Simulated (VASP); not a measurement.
# Zn23BS24 (a cell with a defect) in VASP: electric field gradients with PBE

Aim: the electric field gradients of Zn23BS24 (a cell with a defect) with PBE.

Program: VASP 6.6.1. These are calculated values, not measurements. Logs are shortened: lines on timing, memory, paths and dates and some standing lists are left out, and cuts for length are marked.

### 1 The cell of the first run

The cell holds a defect, 48 atoms: a = 7.624 Å, b = 7.624 Å, c = 18.690 Å, α = 90.00°, β = 90.00°, γ = 120.00°.

### 2 Electric field gradients, PBE

The input, INCAR:

```
SYSTEM = Zn23BS24
  ALGO = Normal
  EDIFF = 1E-8
  ENCUT = 520
  GGA = PE
  ISIF = 2
  ISMEAR = -1
  LASPH = .TRUE.
  LCHARG = .FALSE.
  LEFG = .TRUE.
  LREAL = Auto
  LUSENCCL = .FALSE.
  LWAVE = .FALSE.
  NBANDS = 242
  NELECT = 422.0
  NELM = 60
  PREC = Accurate
  SIGMA = 0.01
```

The input, KPOINTS:

```
k-points
0
G
  3 3 1
  0 0 0
```

The input, POSCAR:

```
Zn23BS24
1.0
    7.6240000000      0.0000000000      0.0000000000
   -3.8120000000      6.6025776784      0.0000000000
    0.0000000000      0.0000000000     18.6899900000
Zn B S
23 1 24
Direct
    0.0000000000      0.0000000000      0.0000000000
    0.0000000000      0.5000000000      0.0000000000
    0.5000000000      0.0000000000      0.0000000000
    0.5000000000      0.5000000000      0.0000000000
    0.0000000000      0.0000000000      0.5000000000
    0.0000000000      0.5000000000      0.5000000000
    0.5000000000      0.0000000000      0.5000000000
    0.5000000000      0.5000000000      0.5000000000
    0.1666666666      0.3333333334      0.1666700000
    0.1666666666      0.8333333334      0.1666700000
    0.6666666666      0.3333333334      0.1666700000
    0.6666666666      0.8333333334      0.1666700000
    0.3333333334      0.1666666666      0.6666700000
    0.3333333334      0.6666666666      0.6666700000
    0.8333333334      0.1666666666      0.6666700000
    0.8333333334      0.6666666666      0.6666700000
    0.3333333334      0.6666666666      0.3333300000
    0.8333333334      0.1666666666      0.3333300000
    0.8333333334      0.6666666666      0.3333300000
    0.1666666666      0.3333333334      0.8333300000
    0.1666666666      0.8333333334      0.8333300000
    0.6666666666      0.3333333334      0.8333300000
    0.6666666666      0.8333333334      0.8333300000
    0.3333333334      0.1666666666      0.3333300000
    0.0000000000      0.0000000000      0.1250000000
    0.0000000000      0.5000000000      0.1250000000
    0.5000000000      0.0000000000      0.1250000000
    0.5000000000      0.5000000000      0.1250000000
    0.0000000000      0.0000000000      0.6250000000
    0.0000000000      0.5000000000      0.6250000000
    0.5000000000      0.0000000000      0.6250000000
    0.5000000000      0.5000000000      0.6250000000
    0.1666666666      0.3333333334      0.2916700000
    0.1666666666      0.8333333334      0.2916700000
    0.6666666666      0.3333333334      0.2916700000
    0.6666666666      0.8333333334      0.2916700000
    0.3333333334      0.1666666666      0.7916700000
    0.3333333334      0.6666666666      0.7916700000
    0.8333333334      0.1666666666      0.7916700000
    0.8333333334      0.6666666666      0.7916700000
    0.3333333334      0.1666666666      0.4583300000
    0.3333333334      0.6666666666      0.4583300000
    0.8333333334      0.1666666666      0.4583300000
    0.8333333334      0.6666666666      0.4583300000
    0.1666666666      0.3333333334      0.9583300000
    0.1666666666      0.8333333334      0.9583300000
    0.6666666666      0.3333333334      0.9583300000
    0.6666666666      0.8333333334      0.9583300000
```

Potentials or basis: VASP PAW PBE potentials, release 64 (Zn, B, S).

On the command line:

```
$ cat potpaw_PBE.64/Zn/POTCAR potpaw_PBE.64/B/POTCAR potpaw_PBE.64/S/POTCAR > POTCAR
$ mpirun -np 1 vasp_std > vasp.out
```

OUTCAR:

```text
SYSTEM = Zn23BS24
   EDIFF = 1E-8
   ENCUT = 520
   GGA = PE
   ISIF = 2
   ISMEAR = -1
   LASPH = .TRUE.
   LREAL = Auto
   NELECT = 422.0
   NELM = 60
   PREC = Accurate

 ion  position               nearest neighbor table
   1  0.000  0.000  0.000-  46 2.33  45 2.33  48 2.33  25 2.34
   2  0.000  0.500  0.000-  45 2.33  46 2.33  47 2.33  26 2.34
   3  0.500  0.000  0.000-  48 2.33  47 2.33  46 2.33  27 2.34
   4  0.500  0.500  0.000-  47 2.33  48 2.33  45 2.33  28 2.34
   5  0.000  0.000  0.500-  43 2.33  44 2.33  41 2.33  29 2.34
   6  0.000  0.500  0.500-  44 2.33  43 2.33  42 2.33  30 2.34
[... 40 lines left out ...]
  47  0.667  0.333  0.958-   4 2.33   3 2.33   2 2.33  22 2.34
  48  0.667  0.833  0.958-   3 2.33   4 2.33   1 2.33  23 2.34

  LATTYP: Found a hexagonal cell.
 ALAT       =     7.6240000000
 C/A-ratio  =     2.4514677335

  Lattice vectors:

 A1 = (   7.6240000000,   0.0000000000,   0.0000000000)
 A2 = (  -3.8120000000,   6.6025776784,   0.0000000000)
 A3 = (   0.0000000000,   0.0000000000,  18.6899900000)

Analysis of symmetry for initial positions (statically):
=====================================================================
 Subroutine PRICEL returns:
 Original cell was already a primitive cell.

 Routine SETGRP: Setting up the symmetry group for a
 hexagonal supercell.

 Subroutine GETGRP returns: Found  6 space group operations
 (whereof  2 operations were pure point group operations)
 out of a pool of 24 trial point group operations.

The static configuration has the point symmetry C_1h.
 The point group associated with its full space group is C_3v.

Analysis of symmetry for dynamics (positions and initial velocities):
=====================================================================
 Subroutine PRICEL returns:
 Original cell was already a primitive cell.

 Routine SETGRP: Setting up the symmetry group for a
 hexagonal supercell.

 Subroutine GETGRP returns: Found  6 space group operations
 (whereof  2 operations were pure point group operations)
 out of a pool of 24 trial point group operations.

The dynamic configuration has the point symmetry C_1h.
 The point group associated with its full space group is C_3v.

 Subroutine INISYM returns: Found  6 space group operations
 (whereof  2 operations are pure point group operations),
 and found     1 'primitive' translations

----------------------------------------------------------------------------------------

                                     Primitive cell

  volume of cell :     940.8177

  direct lattice vectors                    reciprocal lattice vectors
     7.624000000  0.000000000  0.000000000     0.131164743  0.075728000 -0.000000000
    -3.812000000  6.602577678  0.000000000     0.000000000  0.151455999  0.000000000
     0.000000000  0.000000000 18.689990000     0.000000000 -0.000000000  0.053504577

  length of vectors
     7.624000000  7.624000000 18.689990000     0.151455999  0.151455999  0.053504577

  position of ions in fractional coordinates (direct lattice)
     0.000000000  0.000000000  0.000000000
     0.000000000  0.500000000  0.000000000
     0.500000000  0.000000000  0.000000000
     0.500000000  0.500000000  0.000000000
     0.000000000  0.000000000  0.500000000
     0.000000000  0.500000000  0.500000000
[... 40 lines left out ...]
     0.666666667  0.333333333  0.958330000
     0.666666667  0.833333333  0.958330000

  ion indices of the primitive-cell ions
   primitive index   ion index
                 1           1
                 2           2
                 3           3
                 4           4
                 5           5
                 6           6
[... 40 lines left out ...]
                47          47
                48          48

----------------------------------------------------------------------------------------

 KPOINTS: k-points

Automatic generation of k-mesh.
 Grid dimensions read from file:
[... 48 lines left out ...]
   NFREE  =      0    steps in history (QN), initial steepest desc. (CG)
   ISIF   =      2    stress and relaxation
   ISYM   =      2    0-nonsym 1-usesym 2-fastsym
   POTIM  = 0.5000    time-step for ionic-motion
   TEBEG  =    0.0;   TEEND  =   0.0 temperature during run
   PSTRESS=    0.0 pullay stress
   NELECT =     422.0000    total number of electrons
   NUPDOWN=      -1.0000    fix difference up-down
   EMIN   =  10.00;   EMAX   =-10.00  energy-range for DOS
   EFERMI =   0.00;   METHOD = LEGACY
   ISMEAR =    -1;   SIGMA  =   0.01  broadening in eV -4-tet -1-fermi 0-gaus
   EFERMI_NEDOS =   21; number of points for ismear=-14 and -15
   IALGO  =     38    algorithm
   IMIX   =      4    mixing-type and parameters
     AMIX     =   0.40;   BMIX     =  1.00
     AMIX_MAG =   1.60;   BMIX_MAG =  1.00
  volume/ion in A,a.u.               =      19.60       132.27
  Fermi-wavevector in a.u.,A,eV,Ry     =   1.253171  2.368151 21.367115  1.570439
  Thomas-Fermi vector in A             =   2.387037
   LORBIT       =      0    0 simple, 1 ext, 2 COOP (PROOUT), +10 PAW based schemes
   GGA     = PE    functional components
   LHFCALC =     F    Hartree Fock is set to
   AEXX    =    0.0000 exact exchange contribution
   IVDW    =     0    specifies the selected vdW correction
   LEPSILON=     F    determine dielectric tensor
   LRPA    =     F    only Hartree local field effects (RPA)
 non-spin polarized calculation
  energy-cutoff  :      520.00
  volume of cell :      940.82
 maximum number of plane-waves:     25428
 NGX is ok and might be reduce to    60
   NGX = 29   NGY = 29   NGZ = 69

 number of electron     422.0000298 magnetization

 Free energy of the ion-electron system (eV)
  ---------------------------------------------------
  ext. energy  EPLUGINS =         0.00000000
  ---------------------------------------------------
  free energy    TOTEN  =      -168.94319221 eV

  energy without entropy =     -168.94318543  energy(sigma->0) =     -168.94318882

 E-fermi :   2.5080     XC(G=0):  -9.5998

 val. band max:        2.4130648525   @ k =   0.0000   0.0000   0.0000
 cond. band min:       2.5960492256   @ k =   0.0000   0.0000   0.0000
 fundamental gap:      0.1829843731
 Fermi energy:         2.5080229792

 k-point     1 :       0.0000    0.0000    0.0000
  band No.  band energies     occupation
      1     -11.5960      2.00000
      2     -10.9933      2.00000
      3     -10.8408      2.00000
      4     -10.8408      2.00000
      5     -10.7124      2.00000
      6     -10.5374      2.00000
[... 667 lines left out ...]
    222       6.6565      0.00000
    223       6.6851      0.00000
 [bands above 223 left out]

------------------------ aborting loop because EDIFF is reached ----------------------------------------

  FORCE on cell =-STRESS in cart. coord.  units (eV):
  Direction    XX          YY          ZZ          XY          YZ          ZX
  --------------------------------------------------------------------------------------
  -------------------------------------------------------------------------------------
  Total       -1.8706851     -1.8706851     -2.5744134      0.0000000     -0.0000000      0.0000000
  in kB       -3.1857067     -3.1857067     -4.3841297      0.0000000     -0.0000000      0.0000000
  external PRESSURE =      -3.5851810 kB  Pullay stress =       0.0000000 kB

 VOLUME and BASIS-vectors are now :
 -----------------------------------------------------------------------------
  energy-cutoff  :      520.00
  volume of cell :      940.82
      direct lattice vectors                 reciprocal lattice vectors
     7.624000000  0.000000000  0.000000000     0.131164743  0.075728000 -0.000000000
    -3.812000000  6.602577678  0.000000000     0.000000000  0.151455999  0.000000000
     0.000000000  0.000000000 18.689990000     0.000000000 -0.000000000  0.053504577

 POSITION                                       TOTAL-FORCE (eV/Angst)
 -----------------------------------------------------------------------------------
      0.00000      0.00000      0.00000        -0.003700     -0.002136     -0.233196
     -1.90600      3.30129      0.00000        -0.000000      0.000000     -0.378636
      3.81200      0.00000      0.00000         0.003700     -0.002136     -0.233196
      1.90600      3.30129      0.00000        -0.000000      0.004273     -0.233196
      0.00000      0.00000      9.34500        -0.288043     -0.166301      0.252574
     -1.90600      3.30129      9.34500        -0.000000      0.000000      0.260164
[... 40 lines left out ...]
      3.81200      2.20086     17.91118         0.011217      0.006476      0.129889
      1.90600      5.50215     17.91118        -0.000000      0.000000      0.110741
 -----------------------------------------------------------------------------------
    total drift:                                0.000007     -0.000011      0.005947

  FREE ENERGIE OF THE ION-ELECTRON SYSTEM (eV)
  ---------------------------------------------------
  free  energy   TOTEN  =      -168.9431922137 eV

  energy  without entropy=     -168.9431854333  energy(sigma->0) =     -168.94318882

 Electric field gradients (V/A^2)
---------------------------------------------------------------------
 ion       V_xx      V_yy      V_zz      V_xy      V_xz      V_yz
---------------------------------------------------------------------
   1      -3.465    -3.235     6.700    -0.200    -0.310    -0.179
   2      -6.466    -6.467    12.933    -0.001    -0.000     0.000
   3      -3.465    -3.235     6.700     0.199     0.310    -0.179
   4      -3.119    -3.581     6.700    -0.001    -0.000     0.359
   5       8.410     0.663    -9.073     6.708    -3.911    -2.258
   6       3.798     3.797    -7.594    -0.001     0.000    -0.000
[... 40 lines left out ...]
  47       0.263    -0.856     0.592     0.968     1.466     0.847
  48      -0.171    -0.171     0.342    -0.000    -0.000     0.000
---------------------------------------------------------------------

 Electric field gradients after diagonalization (V/A^2)
 (convention: |V_zz| > |V_xx| > |V_yy|)
----------------------------------------------------------------------
 ion       V_xx      V_yy      V_zz     asymmetry (V_yy - V_xx)/ V_zz
----------------------------------------------------------------------
   1      -3.593    -3.119     6.713       0.071
   2      -6.467    -6.465    12.933       0.000
   3      -3.592    -3.121     6.713       0.070
   4      -3.593    -3.119     6.713       0.071
   5      -9.989    -3.210    13.199       0.514
   6       3.798     3.796    -7.594       0.000
[... 40 lines left out ...]
  47      -1.414    -0.990     2.404       0.177
  48      -0.172    -0.171     0.342       0.003
----------------------------------------------------------------------

           NMR quadrupolar parameters

 Cq : quadrupolar parameter    Cq=e*Q*V_zz/h
 eta: asymmetry parameters     (V_yy - V_xx)/ V_zz
 Q  : nuclear electric quadrupole moment in mb (millibarn)
----------------------------------------------------------------------
 ion       Cq(MHz)       eta       Q (mb)
----------------------------------------------------------------------
   1       0.016       0.071       1.000
   2       0.031       0.000       1.000
   3       0.016       0.070       1.000
   4       0.016       0.071       1.000
   5       0.032       0.514       1.000
   6      -0.018       0.000       1.000
[... 40 lines left out ...]
  47       0.006       0.177       1.000
  48       0.001       0.003       1.000
----------------------------------------------------------------------
```

Run time: 3.2 min. Hardware: 1 × NVIDIA H100 80GB with 1 thread of Intel Xeon Platinum 8481C at 2.70GHz (Sapphire Rapids), shared host; peak memory 1.9 GiB.

Results:

```yaml
Free_energy: -168.9432 eV
Largest_force: 2.675 eV/Å
Largest_electric_field_gradient_by_atom: Zn +6.7, +12.9, +13.2, -7.6, +16.7, +6.3, -2.8, -3.2, -15.9, +2.8, +2.5 (each value once); B -1.3; S -5.5, +3.1, +17.5, +7.7, +126.9, -13.9, +5.7, +6.1, +136.9, -6.7, +2.4, +0.3 (each value once) V/Å²
```

Forces on the atoms (eV/Å):
```
Zn  -0.004 -0.002 -0.233
Zn   0.000  0.000 -0.379
Zn   0.004 -0.002 -0.233
Zn   0.000  0.004 -0.233
Zn  -0.288 -0.166  0.253
Zn   0.000  0.000  0.260
Zn   0.288 -0.166  0.253
Zn   0.000  0.333  0.253
Zn   0.145 -0.084 -0.500
Zn   0.000  0.167 -0.500
Zn  -0.145 -0.084 -0.500
Zn   0.000  0.000 -0.195
Zn   0.000  0.000  0.208
Zn  -0.058 -0.034  0.147
Zn   0.000  0.067  0.147
Zn   0.058 -0.034  0.147
Zn   0.390  0.225  0.451
Zn   0.000 -0.451  0.451
Zn  -0.390  0.225  0.451
Zn  -0.004  0.002 -0.066
Zn   0.000 -0.004 -0.066
Zn   0.004  0.002 -0.066
Zn   0.000  0.000 -0.047
B    0.000  0.000  0.353
S    0.016  0.009  0.296
S    0.000  0.000  0.598
S   -0.016  0.009  0.296
S    0.000 -0.019  0.296
S    0.063  0.036 -0.253
S    0.000  0.000 -0.146
S   -0.063  0.036 -0.253
S    0.000 -0.073 -0.253
S    1.897 -1.095  0.750
S    0.000  2.191  0.750
S   -1.897 -1.095  0.750
S    0.000  0.000 -0.003
S    0.000  0.000 -0.047
S    0.012  0.007 -0.066
S    0.000 -0.014 -0.066
S   -0.012  0.007 -0.066
S    0.000  0.000 -2.675
S   -0.038 -0.022 -0.255
S    0.000  0.044 -0.255
S    0.038 -0.022 -0.255
S   -0.011  0.006  0.130
S    0.000 -0.013  0.130
S    0.011  0.006  0.130
S    0.000  0.000  0.111
```

Electric field gradients, principal values (V/Å²):
| atom | least | middle | greatest (by size) |
| --- | --- | --- | --- |
| 1 Zn | -3.119 | -3.593 | 6.713 |
| 2 Zn | -6.465 | -6.467 | 12.933 |
| 3 Zn | -3.121 | -3.592 | 6.713 |
| 4 Zn | -3.119 | -3.593 | 6.713 |
| 5 Zn | -3.210 | -9.989 | 13.199 |
| 6 Zn | 3.796 | 3.798 | -7.594 |
| 7 Zn | -3.211 | -9.989 | 13.200 |
| 8 Zn | -3.210 | -9.989 | 13.199 |
| 9 Zn | -5.320 | -11.391 | 16.711 |
| 10 Zn | -5.321 | -11.390 | 16.711 |
| 11 Zn | -5.321 | -11.390 | 16.711 |
| 12 Zn | -3.166 | -3.168 | 6.335 |
| 13 Zn | 1.410 | 1.412 | -2.821 |
| 14 Zn | 0.780 | 2.428 | -3.207 |
| 15 Zn | 0.780 | 2.428 | -3.207 |
| 16 Zn | 0.781 | 2.426 | -3.207 |
| 17 Zn | 4.969 | 10.968 | -15.936 |
| 18 Zn | 4.969 | 10.968 | -15.936 |
| 19 Zn | 4.969 | 10.968 | -15.937 |
| 20 Zn | -1.346 | -1.447 | 2.793 |
| 21 Zn | -1.347 | -1.446 | 2.793 |
| 22 Zn | -1.347 | -1.446 | 2.793 |
| 23 Zn | -1.257 | -1.259 | 2.517 |
| 24 B | 0.643 | 0.646 | -1.289 |
| 25 S | 0.397 | 5.063 | -5.459 |
| 26 S | -1.533 | -1.534 | 3.068 |
| 27 S | 0.397 | 5.062 | -5.459 |
| 28 S | 0.397 | 5.063 | -5.459 |
| 29 S | -7.387 | -10.080 | 17.468 |
| 30 S | -3.871 | -3.872 | 7.743 |
| 31 S | -7.387 | -10.081 | 17.468 |
| 32 S | -7.387 | -10.080 | 17.468 |
| 33 S | -56.280 | -70.584 | 126.864 |
| 34 S | -56.279 | -70.584 | 126.863 |
| 35 S | -56.279 | -70.584 | 126.863 |
| 36 S | 6.945 | 6.946 | -13.892 |
| 37 S | -2.834 | -2.835 | 5.668 |
| 38 S | -2.857 | -3.226 | 6.083 |
| 39 S | -2.857 | -3.226 | 6.083 |
| 40 S | -2.858 | -3.225 | 6.083 |
| 41 S | -68.465 | -68.466 | 136.931 |
| 42 S | 0.460 | 6.200 | -6.660 |
| 43 S | 0.460 | 6.200 | -6.660 |
| 44 S | 0.460 | 6.200 | -6.660 |
| 45 S | -0.990 | -1.415 | 2.405 |
| 46 S | -0.990 | -1.414 | 2.404 |
| 47 S | -0.990 | -1.414 | 2.404 |
| 48 S | -0.171 | -0.172 | 0.342 |

Caveat: the cell carries a net charge on a neutralising background, which shifts energy and pressure; the cell is charged against a uniform background, so pressure and absolute levels hang on convention; without QUAD_EFG the Cq values of the log hold for a quadrupole moment of 1 mb, not for the nuclei.
